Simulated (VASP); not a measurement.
# Nb2Te5 (P-3m1) in VASP: relaxation of cell and atoms with PBE

Aim: the relaxation of cell and atoms of Nb2Te5 with PBE.

All numbers are computed with VASP 6.6.1; they aren't measurements. Logs are shortened: lines on timing, memory, paths and dates and some standing lists are left out, and cuts for length are marked.

**1. The cell of the first run**

Symmetry: P-3m1, No. 164, trigonal system. The conventional cell has a = 3.595 Å, b = 3.595 Å, c = 18.337 Å, α = 90.00°, β = 90.00°, γ = 120.00°. Nb (site symmetry 3m) has 6 Te at 2.81 Å and 6 Nb at 3.60 Å within 3.7 Å. Te (site symmetry 3m) has 3 Nb at 2.81 Å and 6 Te at 3.60 Å within 3.7 Å. Te (site symmetry 3m) has 3 Nb at 2.81 Å and 6 Te at 3.60 Å within 3.7 Å. Within 4.7 Å of Te (site symmetry -3m) lie 12 Te at 3.60 to 3.88 Å.

**2. Relaxation of cell and atoms, PBE**

INCAR

```
PREC     = Accurate       # precision mode
ENCUT    = 590            # plane-wave cutoff, eV
EDIFF    = 1E-7           # SCF threshold, eV
ISMEAR   = 0              # smearing method
SIGMA    = 0.1            # smearing width, eV
LREAL    = F              # projectors in reciprocal space
LASPH    = T              # aspherical terms in the spheres
NELM     = 300            # most SCF steps
ALGO     = All            # electronic algorithm
ISIF     = 3              # what is computed and relaxed
LWAVE    = F              # write WAVECAR
LCHARG   = F              # write CHGCAR
GGA      = PE             # functional
IBRION   = 2              # ionic algorithm
NSW      = 80             # ionic steps
EDIFFG   = -0.001         # ionic threshold
GGA_COMPAT= F            
NELMIN   = 4            
ISEARCH  = 1            
KPAR     = 4
```

KPOINTS

```
Automatic mesh
0
Gamma
  12 12 2
```

POSCAR

```
Nb2Te5
1.0
    3.5950984212      0.0000000000      0.0000000000
   -1.7975492106      3.1134465618      0.0000000000
    0.0000000000      0.0000000000     18.3374871623
Nb Te
2 5
Direct
    0.0000000000      0.0000000000      0.7180636983
    0.0000000000      0.0000000000      0.2819363017
    0.6666666667      0.3333333333      0.8211223562
    0.3333333333      0.6666666667      0.6149631749
    0.3333333333      0.6666666667      0.1788776438
    0.6666666667      0.3333333333      0.3850368251
    0.0000000000      0.0000000000      0.0000000000
```

Potentials or basis: VASP PAW PBE potentials, release 64 (Nb_sv, Te).

Command:

```
$ cat potpaw_PBE.64/Nb_sv/POTCAR potpaw_PBE.64/Te/POTCAR > POTCAR
$ mpirun -np 4 vasp_std > vasp.out
```

OUTCAR:

```text
PREC = Accurate
   ENCUT = 590
   EDIFF = 1E-7
   ISMEAR = 0
   LREAL = F
   LASPH = T
   NELM = 300
   ISIF = 3
   GGA = PE
   IBRION = 2
   NSW = 80
   EDIFFG = -0.001
   NELMIN = 4

 ion  position               nearest neighbor table
   1  0.000  0.000  0.718-   3 2.81   3 2.81   3 2.81   4 2.81   4 2.81   4 2.81
   2  0.000  0.000  0.282-   5 2.81   5 2.81   5 2.81   6 2.81   6 2.81   6 2.81
   3  0.667  0.333  0.821-   1 2.81   1 2.81   1 2.81
   4  0.333  0.667  0.615-   1 2.81   1 2.81   1 2.81
   5  0.333  0.667  0.179-   2 2.81   2 2.81   2 2.81
   6  0.667  0.333  0.385-   2 2.81   2 2.81   2 2.81
   7  0.000  0.000  0.000-

  LATTYP: Found a hexagonal cell.
 ALAT       =     3.5950984212
 C/A-ratio  =     5.1006912785

  Lattice vectors:

 A1 = (   3.5950984212,   0.0000000000,   0.0000000000)
 A2 = (  -1.7975492106,   3.1134465618,   0.0000000000)
 A3 = (   0.0000000000,   0.0000000000,  18.3374871623)

Analysis of symmetry for initial positions (statically):
=====================================================================
 Subroutine PRICEL returns:
 Original cell was already a primitive cell.

 Routine SETGRP: Setting up the symmetry group for a
 hexagonal supercell.

 Subroutine GETGRP returns: Found 12 space group operations
 (whereof 12 operations were pure point group operations)
 out of a pool of 24 trial point group operations.

The static configuration has the point symmetry D_3d.

Analysis of symmetry for dynamics (positions and initial velocities):
=====================================================================
 Subroutine PRICEL returns:
 Original cell was already a primitive cell.

 Routine SETGRP: Setting up the symmetry group for a
 hexagonal supercell.

 Subroutine GETGRP returns: Found 12 space group operations
 (whereof 12 operations were pure point group operations)
 out of a pool of 24 trial point group operations.

The dynamic configuration has the point symmetry D_3d.

 Subroutine INISYM returns: Found 12 space group operations
 (whereof 12 operations are pure point group operations),
 and found     1 'primitive' translations

----------------------------------------------------------------------------------------

                                     Primitive cell

  volume of cell :     205.2542

  direct lattice vectors                    reciprocal lattice vectors
     3.595098421  0.000000000  0.000000000     0.278156502  0.160593731  0.000000000
    -1.797549211  3.113446562  0.000000000     0.000000000  0.321187462  0.000000000
     0.000000000  0.000000000 18.337487162     0.000000000  0.000000000  0.054533099

  length of vectors
     3.595098421  3.595098421 18.337487162     0.321187462  0.321187462  0.054533099

  position of ions in fractional coordinates (direct lattice)
     0.000000000  0.000000000  0.718063698
     0.000000000  0.000000000  0.281936302
     0.666666667  0.333333333  0.821122356
     0.333333333  0.666666667  0.614963175
     0.333333333  0.666666667  0.178877644
     0.666666667  0.333333333  0.385036825
     0.000000000  0.000000000  0.000000000

  ion indices of the primitive-cell ions
   primitive index   ion index
                 1           1
                 2           2
                 3           3
                 4           4
                 5           5
                 6           6
                 7           7

----------------------------------------------------------------------------------------

 KPOINTS: Automatic mesh

Automatic generation of k-mesh.
 Grid dimensions read from file:
 generate k-points for:   12   12    2

 Generating k-lattice:

  Cartesian coordinates                     Fractional coordinates (reciprocal lattice)
     0.023179708  0.013382811  0.000000000     0.083333333 -0.000000000  0.000000000
     0.000000000  0.026765622  0.000000000     0.000000000  0.083333333  0.000000000
     0.000000000  0.000000000  0.027266549     0.000000000  0.000000000  0.500000000

  Length of vectors
     0.026765622  0.026765622  0.027266549

  Shift w.r.t. Gamma in fractional coordinates (k-lattice)
     0.000000000  0.000000000  0.000000000

 Subroutine IBZKPT returns following result:
 ===========================================

 Found     38 irreducible k-points:

 Following reciprocal coordinates:
            Coordinates               Weight
  0.000000  0.000000  0.000000      1.000000
  0.083333  0.000000  0.000000      6.000000
  0.166667  0.000000  0.000000      6.000000
  0.250000  0.000000  0.000000      6.000000
  0.333333  0.000000  0.000000      6.000000
  0.416667 -0.000000  0.000000      6.000000
[... 16 lines left out ...]
  0.250000  0.000000  0.500000      6.000000
  0.333333  0.000000  0.500000      6.000000
 [... further k-points ...]
   k-points           NKPTS =     38   k-points in BZ     NKDIM =     38   number of bands    NBANDS=     33
   number of dos      NEDOS =    301   number of ions     NIONS =      7
   total plane-waves  NPLWV = 117600
   dimension x,y,z NGX =    28 NGY =   28 NGZ =  150
   dimension x,y,z NGXF=    56 NGYF=   56 NGZF=  300
   ions per type =               2   5
   NGX,Y,Z   is equivalent  to a cutoff of  12.95, 12.95, 13.60 a.u.
   NGXF,Y,Z  is equivalent  to a cutoff of  25.90, 25.90, 27.20 a.u.
 SYSTEM =  unknown system
   PREC   = accura    normal or accurate (medium, high low for compatibility)
   ISTART =      0    job   : 0-new  1-cont  2-samecut
   ICHARG =      2    charge: 1-file 2-atom 10-const
   ISPIN  =      1    spin polarized calculation?
   LNONCOLLINEAR =      F non collinear calculations
   LSORBIT =      F    spin-orbit coupling
   LASPH  =      T    aspherical Exc in radial PAW
   ENCUT  =  590.0 eV  43.36 Ry    6.59 a.u.   7.12  7.12 36.32*2*pi/ulx,y,z
   NELM   =    300;   NELMIN=  4; NELMDL= -5     # of ELM steps
   EDIFF  = 0.1E-06   stopping-criterion for ELM
   LREAL  =      F    real-space projection
   EDIFFG = -.1E-02   stopping-criterion for IOM
   NSW    =     80    number of steps for IOM
   IBRION =      2    ionic relax: 0-MD 1-quasi-New 2-CG
   NFREE  =      1    steps in history (QN), initial steepest desc. (CG)
   ISIF   =      3    stress and relaxation
   ISYM   =      2    0-nonsym 1-usesym 2-fastsym
   POTIM  = 0.5000    time-step for ionic-motion
   TEBEG  =    0.0;   TEEND  =   0.0 temperature during run
   PSTRESS=    0.0 pullay stress
   NELECT =      56.0000    total number of electrons
   NUPDOWN=      -1.0000    fix difference up-down
   EMIN   =  10.00;   EMAX   =-10.00  energy-range for DOS
   EFERMI =   0.00;   METHOD = LEGACY
   ISMEAR =     0;   SIGMA  =   0.10  broadening in eV -4-tet -1-fermi 0-gaus
   EFERMI_NEDOS =   21; number of points for ismear=-14 and -15
   IALGO  =     58    algorithm
   IMIX   =      4    mixing-type and parameters
     AMIX     =   0.40;   BMIX     =  1.00
     AMIX_MAG =   1.60;   BMIX_MAG =  1.00
  volume/ion in A,a.u.               =      29.32       197.87
  Fermi-wavevector in a.u.,A,eV,Ry     =   1.061794  2.006499 15.339289  1.127406
  Thomas-Fermi vector in A             =   2.197222
   LORBIT       =      0    0 simple, 1 ext, 2 COOP (PROOUT), +10 PAW based schemes
   GGA     = PE    functional components
   LHFCALC =     F    Hartree Fock is set to
   AEXX    =    0.0000 exact exchange contribution
   IVDW    =     0    specifies the selected vdW correction
   LEPSILON=     F    determine dielectric tensor
   LRPA    =     F    only Hartree local field effects (RPA)
 conjugate gradient relaxation of ions
 non-spin polarized calculation
 Gauss-broadening in eV      SIGMA  =   0.10
  energy-cutoff  :      590.00
  volume of cell :      205.25
 maximum number of plane-waves:      6723
   NGX = 15   NGY = 15   NGZ = 73

--------------------------------------- Ionic step        1  -------------------------------------------

 number of electron      56.0000003 magnetization

 Free energy of the ion-electron system (eV)
  ---------------------------------------------------
  ext. energy  EPLUGINS =         0.00000000
  ---------------------------------------------------
  free energy    TOTEN  =       -37.99214397 eV

  energy without entropy =      -37.96618904  energy(sigma->0) =      -37.97916650

------------------------ aborting loop because EDIFF is reached ----------------------------------------

  FORCE on cell =-STRESS in cart. coord.  units (eV):
  Direction    XX          YY          ZZ          XY          YZ          ZX
  --------------------------------------------------------------------------------------
  -------------------------------------------------------------------------------------
  Total       -0.1219539     -0.1219539     -0.0867617      0.0000000     -0.0000000     -0.0000000
  in kB       -0.9519500     -0.9519500     -0.6772462      0.0000000     -0.0000000     -0.0000000
  external PRESSURE =      -0.8603820 kB  Pullay stress =       0.0000000 kB
[... 104 lines left out ...]
  FREE ENERGIE OF THE ION-ELECTRON SYSTEM (eV)
  ---------------------------------------------------
  free  energy   TOTEN  =       -37.9922164239 eV

  energy  without entropy=      -37.9662832225  energy(sigma->0) =      -37.97924982

[... ionic steps 4 to 18 ...]

--------------------------------------- Ionic step       19  -------------------------------------------

 number of electron      56.0000003 magnetization

------------------------ aborting loop because EDIFF is reached ----------------------------------------

  FORCE on cell =-STRESS in cart. coord.  units (eV):
  Direction    XX          YY          ZZ          XY          YZ          ZX
  --------------------------------------------------------------------------------------
  -------------------------------------------------------------------------------------
  Total        0.0070580      0.0070580      0.0249964      0.0000000      0.0000000      0.0000000
  in kB        0.0552502      0.0552502      0.1956709      0.0000000      0.0000000      0.0000000
  external PRESSURE =       0.1020571 kB  Pullay stress =       0.0000000 kB
[... 67 lines left out ...]
  energy  without entropy=      -37.9663376620  energy(sigma->0) =      -37.97929320

--------------------------------------- Ionic step       21  -------------------------------------------

 number of electron      56.0000003 magnetization

 Free energy of the ion-electron system (eV)
  ---------------------------------------------------
  ext. energy  EPLUGINS =         0.00000000
  ---------------------------------------------------
  free energy    TOTEN  =       -37.99224890 eV

  energy without entropy =      -37.96634050  energy(sigma->0) =      -37.97929470

 E-fermi :   6.7332     XC(G=0):  -9.6672

 val. band max:        6.7324198525   @ k =   0.3333   0.0833   0.5000
 cond. band min:       6.7548863240   @ k =   0.1667   0.0833   0.5000
 fundamental gap:      0.0224664715
 Fermi energy:         6.7331870315

 k-point     1 :       0.0000    0.0000    0.0000
  band No.  band energies     occupation
      1     -48.5419      2.00000
      2     -48.5419      2.00000
      3     -24.5822      2.00000
      4     -24.5822      2.00000
      5     -24.5693      2.00000
      6     -24.5693      2.00000
[... 853 lines left out ...]
     32       8.4245      0.00000
     33       8.4721      0.00000

 [... further k-points ...]

------------------------ aborting loop because EDIFF is reached ----------------------------------------

  FORCE on cell =-STRESS in cart. coord.  units (eV):
  Direction    XX          YY          ZZ          XY          YZ          ZX
  --------------------------------------------------------------------------------------
  -------------------------------------------------------------------------------------
  Total       -0.0021069     -0.0021069      0.0040317      0.0000000      0.0000000     -0.0000000
  in kB       -0.0164883     -0.0164883      0.0315510      0.0000000      0.0000000     -0.0000000
  external PRESSURE =      -0.0004752 kB  Pullay stress =       0.0000000 kB
[... 22 lines left out ...]
  FREE ENERGIE OF THE ION-ELECTRON SYSTEM (eV)
  ---------------------------------------------------
  free  energy   TOTEN  =       -37.9922488995 eV

  energy  without entropy=      -37.9663405618  energy(sigma->0) =      -37.97929473

 reached required accuracy - stopping structural energy minimisation
```

Run time: 28 min. Hardware: 4 MPI ranks of Intel Xeon Platinum 8559C (Emerald Rapids), shared host; peak memory 0.76 GiB.

What came out:

- Free energy: -37.9922 eV
- Relaxed volume: 29.25 Å³/atom
- Relaxed cell: a = 3.593 Å, b = 3.593 Å, c = 18.317 Å, α = 90.00°, β = 90.00°, γ = 120.00°
- Space group after relaxing (to 0.1 Å): P-3m1 (No. 164)
- Energy gained by relaxing: 0.0 meV/atom
- Ionic steps: 21
- Pressure after relaxing: 0.0 GPa
- Band gap on the k mesh: zero (bands 28 and 29 overlap by 0.92 eV)

Step by step:
| step | energy change (eV) | largest force (eV/Å) | pressure (GPa) | volume (Å³) |
| --- | --- | --- | --- | --- |
| 1 | 0.0000 | 0.0070 | -0.09 | 205.25 |
| 2 | 0.0000 | 0.0227 | 0.08 | 204.79 |
| 3 | -0.0001 | 0.0102 | 0.00 | 205.00 |
| 4 | -0.0001 | 0.0088 | 0.00 | 205.01 |
| 5 | -0.0001 | 0.0009 | -0.04 | 205.13 |
| 6 | -0.0001 | 0.0080 | 0.00 | 205.02 |
| 7 | -0.0001 | 0.0040 | 0.00 | 204.99 |
| 8 | -0.0001 | 0.0027 | 0.00 | 204.95 |
| 9 | -0.0001 | 0.0020 | 0.00 | 204.92 |
| 10 | -0.0001 | 0.0031 | 0.00 | 204.91 |
| 11 | -0.0001 | 0.0041 | 0.01 | 204.89 |
| 12 | -0.0001 | 0.0038 | 0.00 | 204.89 |
| 13 | -0.0001 | 0.0028 | 0.00 | 204.87 |
| 14 | -0.0001 | 0.0059 | -0.02 | 204.85 |
| 15 | -0.0001 | 0.0033 | -0.01 | 204.86 |
| 16 | -0.0001 | 0.0032 | -0.01 | 204.85 |
| 17 | -0.0001 | 0.0020 | -0.01 | 204.82 |
| 18 | -0.0001 | 0.0011 | 0.00 | 204.77 |
| 19 | -0.0001 | 0.0026 | 0.01 | 204.67 |
| 20 | -0.0001 | 0.0033 | 0.00 | 204.75 |
| 21 | -0.0001 | 0.0007 | 0.00 | 204.73 |

Final structure:
```cif
data_structure
_symmetry_space_group_name_H-M 'P 1'
_symmetry_Int_Tables_number 1
_cell_length_a 3.5925
_cell_length_b 3.5925
_cell_length_c 18.3169
_cell_angle_alpha 90.000
_cell_angle_beta 90.000
_cell_angle_gamma 120.000
_cell_volume 204.73
loop_
_atom_site_label
_atom_site_type_symbol
_atom_site_fract_x
_atom_site_fract_y
_atom_site_fract_z
_atom_site_occupancy
Nb1 Nb 0.00000 0.00000 0.71805 1
Nb2 Nb 0.00000 0.00000 0.28195 1
Te1 Te 0.66667 0.33333 0.82125 1
Te2 Te 0.33333 0.66667 0.61482 1
Te3 Te 0.33333 0.66667 0.17875 1
Te4 Te 0.66667 0.33333 0.38518 1
Te5 Te 0.00000 0.00000 0.00000 1
```

Levels at points of the mesh, in eV from the Fermi level:
```tsv
k point	band 26	band 27	band 28	band 29	band 30	band 31
(0.00, 0.00, 0.00)	0.21	0.21	0.46	1.40	1.40	1.40
(0.50, 0.00, 0.00)	-1.06	-0.48	-0.47	-0.39	0.69	1.79
(0.00, 0.00, 0.50)	0.21	0.21	0.44	1.38	1.38	1.42
(0.50, 0.00, 0.50)	-0.99	-0.48	-0.43	-0.43	0.69	1.79
```

Caveat: spin-orbit coupling is left out, which moves the levels of the heavy elements; this functional lacks dispersion, which binds layers or chains, so the pressure and a relaxed spacing across them are unreliable.

The gap in the log of VASP goes by the Fermi energy; the results here count the filled bands.